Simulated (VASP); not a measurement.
# Sc3H (Cmmm) in VASP: single point with PBE

Aim: the single point of Sc3H with PBE.

Everything below comes from runs of VASP 6.6.1. Logs are shortened: lines on timing, memory, paths and dates and some standing lists are left out, and cuts for length are marked.

## (1) The cell of the first run

It takes space group Cmmm (No. 65, orthorhombic). Conventional cell: a = 5.114 Å, b = 8.864 Å, c = 3.236 Å, α = 90.00°, β = 90.00°, γ = 90.00°. Within 3.0 Å of Sc (site symmetry m2m) lie 2 H at 2.20 Å and 3 Sc at 2.94 to 2.98 Å. Sc (site symmetry mmm) has 2 H at 2.56 Å and 14 Sc at 3.24 to 3.37 Å within 3.4 Å. H (site symmetry mmm) has 6 Sc at 2.20 to 2.56 Å within 2.9 Å.

## (2) Single point, PBE

Input file INCAR:

```
SYSTEM = Sc3H
  ALGO = Normal
  EDIFF = 1E-6
  ENCUT = 520
  GGA = PE
  ISIF = 2
  ISMEAR = 0
  LASPH = .TRUE.
  LCHARG = .FALSE.
  LREAL = .FALSE.
  LWAVE = .FALSE.
  NBANDS = 25
  NELM = 100
  PREC = Accurate
  SIGMA = 0.1
```

Input file KPOINTS:

```
k-points
0
G
  8 8 12
  0 0 0
```

Input file POSCAR:

```
Sc3H
1.0
    4.4319103417     -2.5568836622      0.0024045081
    4.4319103417      2.5568836622      0.0024045081
   -0.0017558890      0.0000000000      3.2363969657
Sc H
3 1
Direct
    0.3320761309      0.3320761309      1.0000000000
    0.0000000000      0.0000000000      0.5000000000
    0.6679238691      0.6679238691      0.0000000000
    0.5000000000      0.5000000000      0.5000000000
```

Potentials or basis: VASP PAW PBE potentials, release 64 (Sc_sv, H).

On the command line:

```sh
$ cat potpaw_PBE.64/Sc_sv/POTCAR potpaw_PBE.64/H/POTCAR > POTCAR
$ mpirun -np 1 vasp_std > vasp.out
```

OUTCAR:

```text
SYSTEM = Sc3H
   EDIFF = 1E-6
   ENCUT = 520
   GGA = PE
   ISIF = 2
   ISMEAR = 0
   LASPH = .TRUE.
   LREAL = .FALSE.
   NELM = 100
   PREC = Accurate

 ion  position               nearest neighbor table
   1  0.332  0.332  0.000-   3 2.94   3 2.94   3 2.98   2 3.36   2 3.36   2 3.37   2 3.37   2 3.37
                             2 3.37
   2  0.000  0.000  0.500-   3 3.36   1 3.36   1 3.36   3 3.36   3 3.37   3 3.37   1 3.37   1 3.37
                             3 3.37   1 3.37   3 3.37   1 3.37
   3  0.668  0.668  0.000-   1 2.94   1 2.94   1 2.98   2 3.36   2 3.36   2 3.37   2 3.37   2 3.37
                             2 3.37
   4  0.500  0.500  0.500-

  LATTYP: Found a base centered orthorhombic cell.
 ALAT       =     5.1137673244
 B/A-ratio  =     1.7333252426
 C/A-ratio  =     0.6328792917

  Lattice vectors:

 A1 = (  -4.4319103417,  -2.5568836622,  -0.0024045081)
 A2 = (   4.4319103417,  -2.5568836622,   0.0024045081)
 A3 = (  -0.0017558890,   0.0000000000,   3.2363969657)

Analysis of symmetry for initial positions (statically):
=====================================================================
 Subroutine PRICEL returns:
 Original cell was already a primitive cell.

 Routine SETGRP: Setting up the symmetry group for a
 base centered orthorhombic supercell.

 Subroutine GETGRP returns: Found  8 space group operations
 (whereof  8 operations were pure point group operations)
 out of a pool of  8 trial point group operations.

The static configuration has the point symmetry D_2h.

Analysis of symmetry for dynamics (positions and initial velocities):
=====================================================================
 Subroutine PRICEL returns:
 Original cell was already a primitive cell.

 Routine SETGRP: Setting up the symmetry group for a
 base centered orthorhombic supercell.

 Subroutine GETGRP returns: Found  8 space group operations
 (whereof  8 operations were pure point group operations)
 out of a pool of  8 trial point group operations.

The dynamic configuration has the point symmetry D_2h.

 Subroutine INISYM returns: Found  8 space group operations
 (whereof  8 operations are pure point group operations),
 and found     1 'primitive' translations

----------------------------------------------------------------------------------------

                                     Primitive cell

  volume of cell :      73.3489

  direct lattice vectors                    reciprocal lattice vectors
     4.431910342 -2.556883662  0.002404508     0.112818134 -0.195550547  0.000061209
     4.431910342  2.556883662  0.002404508     0.112818134  0.195550547  0.000061209
    -0.001755889  0.000000000  3.236396966    -0.000167638  0.000000000  0.308985491

  length of vectors
     5.116589599  5.116589599  3.236397442     0.225760828  0.225760828  0.308985537

  position of ions in fractional coordinates (direct lattice)
     0.332076131  0.332076131  0.000000000
     0.000000000  0.000000000  0.500000000
     0.667923869  0.667923869  0.000000000
     0.500000000  0.500000000  0.500000000

  ion indices of the primitive-cell ions
   primitive index   ion index
                 1           1
                 2           2
                 3           3
                 4           4

----------------------------------------------------------------------------------------

 KPOINTS: k-points

Automatic generation of k-mesh.
 Grid dimensions read from file:
 generate k-points for:    8    8   12

 Generating k-lattice:

  Cartesian coordinates                     Fractional coordinates (reciprocal lattice)
     0.014102267 -0.024443818  0.000007651     0.125000000  0.000000000  0.000000000
     0.014102267  0.024443818  0.000007651     0.000000000  0.125000000  0.000000000
    -0.000013970  0.000000000  0.025748791     0.000000000  0.000000000  0.083333333

  Length of vectors
     0.028220104  0.028220104  0.025748795

  Shift w.r.t. Gamma in fractional coordinates (k-lattice)
     0.000000000  0.000000000  0.000000000

 Subroutine IBZKPT returns following result:
 ===========================================

 Found    147 irreducible k-points:

 Following reciprocal coordinates:
            Coordinates               Weight
  0.000000  0.000000  0.000000      1.000000
  0.125000 -0.000000  0.000000      4.000000
  0.250000 -0.000000  0.000000      4.000000
  0.375000 -0.000000  0.000000      4.000000
  0.500000 -0.000000  0.000000      2.000000
  0.125000  0.125000 -0.000000      2.000000
[... 16 lines left out ...]
  0.125000 -0.000000  0.083333      8.000000
  0.250000 -0.000000  0.083333      8.000000
 [... further k-points ...]
   k-points           NKPTS =    147   k-points in BZ     NKDIM =    147   number of bands    NBANDS=     25
   number of dos      NEDOS =    301   number of ions     NIONS =      4
   total plane-waves  NPLWV =  38400
   dimension x,y,z NGX =    40 NGY =   40 NGZ =   24
   dimension x,y,z NGXF=    80 NGYF=   80 NGZF=   48
   ions per type =               3   1
   NGX,Y,Z   is equivalent  to a cutoff of  13.00, 13.00, 12.33 a.u.
   NGXF,Y,Z  is equivalent  to a cutoff of  25.99, 25.99, 24.66 a.u.
 SYSTEM =  Sc3H
   PREC   = accura    normal or accurate (medium, high low for compatibility)
   ISTART =      0    job   : 0-new  1-cont  2-samecut
   ICHARG =      2    charge: 1-file 2-atom 10-const
   ISPIN  =      1    spin polarized calculation?
   LNONCOLLINEAR =      F non collinear calculations
   LSORBIT =      F    spin-orbit coupling
   LASPH  =      T    aspherical Exc in radial PAW
   ENCUT  =  520.0 eV  38.22 Ry    6.18 a.u.   9.51  9.51  6.02*2*pi/ulx,y,z
   NELM   =    100;   NELMIN=  2; NELMDL= -5     # of ELM steps
   EDIFF  = 0.1E-05   stopping-criterion for ELM
   LREAL  =      F    real-space projection
   EDIFFG = 0.1E-04   stopping-criterion for IOM
   NSW    =      0    number of steps for IOM
   IBRION =     -1    ionic relax: 0-MD 1-quasi-New 2-CG
   NFREE  =      0    steps in history (QN), initial steepest desc. (CG)
   ISIF   =      2    stress and relaxation
   ISYM   =      2    0-nonsym 1-usesym 2-fastsym
   POTIM  = 0.5000    time-step for ionic-motion
   TEBEG  =    0.0;   TEEND  =   0.0 temperature during run
   PSTRESS=    0.0 pullay stress
   NELECT =      34.0000    total number of electrons
   NUPDOWN=      -1.0000    fix difference up-down
   EMIN   =  10.00;   EMAX   =-10.00  energy-range for DOS
   EFERMI =   0.00;   METHOD = LEGACY
   ISMEAR =     0;   SIGMA  =   0.10  broadening in eV -4-tet -1-fermi 0-gaus
   EFERMI_NEDOS =   21; number of points for ismear=-14 and -15
   IALGO  =     38    algorithm
   IMIX   =      4    mixing-type and parameters
     AMIX     =   0.40;   BMIX     =  1.00
     AMIX_MAG =   1.60;   BMIX_MAG =  1.00
  volume/ion in A,a.u.               =      18.34       123.75
  Fermi-wavevector in a.u.,A,eV,Ry     =   1.266980  2.394246 21.840603  1.605239
  Thomas-Fermi vector in A             =   2.400152
   LORBIT       =      0    0 simple, 1 ext, 2 COOP (PROOUT), +10 PAW based schemes
   GGA     = PE    functional components
   LHFCALC =     F    Hartree Fock is set to
   AEXX    =    0.0000 exact exchange contribution
   IVDW    =     0    specifies the selected vdW correction
   LEPSILON=     F    determine dielectric tensor
   LRPA    =     F    only Hartree local field effects (RPA)
 non-spin polarized calculation
 Gauss-broadening in eV      SIGMA  =   0.10
  energy-cutoff  :      520.00
  volume of cell :       73.35
 maximum number of plane-waves:      2016
 NGX is ok and might be reduce to    40
   NGX = 19   NGY = 19   NGZ = 13

 number of electron      34.0000005 magnetization

 Free energy of the ion-electron system (eV)
  ---------------------------------------------------
  ext. energy  EPLUGINS =         0.00000000
  ---------------------------------------------------
  free energy    TOTEN  =       -22.82831130 eV

  energy without entropy =      -22.80387859  energy(sigma->0) =      -22.81609494

 E-fermi :   3.9053     XC(G=0): -10.0944

 val. band max:        3.9043215408   @ k =   0.5000   0.3750   0.1667
 cond. band min:       3.9082188166   @ k =   0.5000   0.2500   0.0000
 fundamental gap:      0.0038972758
 Fermi energy:         3.9052843175

 k-point     1 :       0.0000    0.0000    0.0000
  band No.  band energies     occupation
      1     -45.5402      2.00000
      2     -45.4584      2.00000
      3     -45.3727      2.00000
      4     -24.2751      2.00000
      5     -24.2628      2.00000
      6     -24.2094      2.00000
[... 17 lines left out ...]
     24       6.2492      0.00000
     25       6.2554      0.00000

 k-point     2 :       0.1250   -0.0000    0.0000
  band No.  band energies     occupation
      1     -45.5384      2.00000
      2     -45.4568      2.00000
      3     -45.3761      2.00000
      4     -24.3126      2.00000
      5     -24.2592      2.00000
      6     -24.2038      2.00000
[... 17 lines left out ...]
     24       6.0161      0.00000
     25       6.5426      0.00000

 k-point     3 :       0.2500   -0.0000    0.0000
  band No.  band energies     occupation
      1     -45.5344      2.00000
      2     -45.4517      2.00000
      3     -45.3854      2.00000
      4     -24.3460      2.00000
      5     -24.2735      2.00000
      6     -24.1593      2.00000
[... 17 lines left out ...]
     24       6.3082      0.00000
     25       6.9745      0.00000

 k-point     4 :       0.3750   -0.0000    0.0000
  band No.  band energies     occupation
      1     -45.5307      2.00000
      2     -45.4432      2.00000
      3     -45.3978      2.00000
      4     -24.3697      2.00000
      5     -24.2543      2.00000
      6     -24.1360      2.00000
[... 17 lines left out ...]
     24       6.7116      0.00000
     25       6.7128      0.00000
[... 477 lines left out ...]
 k-point    22 :       0.0000    0.0000    0.0833
  band No.  band energies     occupation
      1     -45.5380      2.00000
      2     -45.4575      2.00000
      3     -45.3713      2.00000
      4     -24.2726      2.00000
      5     -24.2596      2.00000
      6     -24.2074      2.00000
[... 17 lines left out ...]
     24       6.2222      0.00000
     25       6.2616      0.00000

 k-point    23 :       0.1250   -0.0000    0.0833
  band No.  band energies     occupation
      1     -45.5364      2.00000
      2     -45.4559      2.00000
      3     -45.3746      2.00000
      4     -24.3086      2.00000
      5     -24.2557      2.00000
      6     -24.2021      2.00000
[... 17 lines left out ...]
     24       6.0771      0.00000
     25       6.5583      0.00000

 k-point    24 :       0.2500   -0.0000    0.0833
  band No.  band energies     occupation
      1     -45.5326      2.00000
      2     -45.4505      2.00000
      3     -45.3839      2.00000
      4     -24.3411      2.00000
      5     -24.2702      2.00000
      6     -24.1596      2.00000
[... 17 lines left out ...]
     24       6.2724      0.00000
     25       6.9234      0.00000

 [... further k-points ...]

------------------------ aborting loop because EDIFF is reached ----------------------------------------

  FORCE on cell =-STRESS in cart. coord.  units (eV):
  Direction    XX          YY          ZZ          XY          YZ          ZX
  --------------------------------------------------------------------------------------
  -------------------------------------------------------------------------------------
  Total        0.0304463      0.0159871      0.0227688      0.0000000      0.0000000      0.0000042
  in kB        0.6650461      0.3492103      0.4973435      0.0000000      0.0000000      0.0000910
  external PRESSURE =       0.5038666 kB  Pullay stress =       0.0000000 kB

 VOLUME and BASIS-vectors are now :
 -----------------------------------------------------------------------------
  energy-cutoff  :      520.00
  volume of cell :       73.35
      direct lattice vectors                 reciprocal lattice vectors
     4.431910342 -2.556883662  0.002404508     0.112818134 -0.195550547  0.000061209
     4.431910342  2.556883662  0.002404508     0.112818134  0.195550547  0.000061209
    -0.001755889  0.000000000  3.236396966    -0.000167638  0.000000000  0.308985491

 POSITION                                       TOTAL-FORCE (eV/Angst)
 -----------------------------------------------------------------------------------
      2.94346      0.00000      0.00160        -0.007403     -0.000000     -0.000004
     -0.00088      0.00000      1.61820         0.000000     -0.000000      0.000000
      5.92036      0.00000      0.00321         0.007403     -0.000000      0.000004
      4.43103      0.00000      1.62060         0.000000      0.000000      0.000000
 -----------------------------------------------------------------------------------
    total drift:                               -0.000000     -0.000000      0.000000

  FREE ENERGIE OF THE ION-ELECTRON SYSTEM (eV)
  ---------------------------------------------------
  free  energy   TOTEN  =       -22.8283113003 eV

  energy  without entropy=      -22.8038785892  energy(sigma->0) =      -22.81609494
```

Run time: 96 s. Hardware: 1 thread of Intel Xeon 6975P-C (Granite Rapids), shared host; peak memory 0.34 GiB.

Results:

```
Free energy            : -22.8283 eV
Pressure               : 0.1 GPa
Largest force          : 0.007 eV/Å
Band gap on the k mesh : zero (bands 17 and 18 overlap by 0.99 eV)
```

Forces on the atoms (eV/Å):
```
Sc  -0.007  0.000  0.000
Sc   0.000  0.000  0.000
Sc   0.007  0.000  0.000
H    0.000  0.000  0.000
```
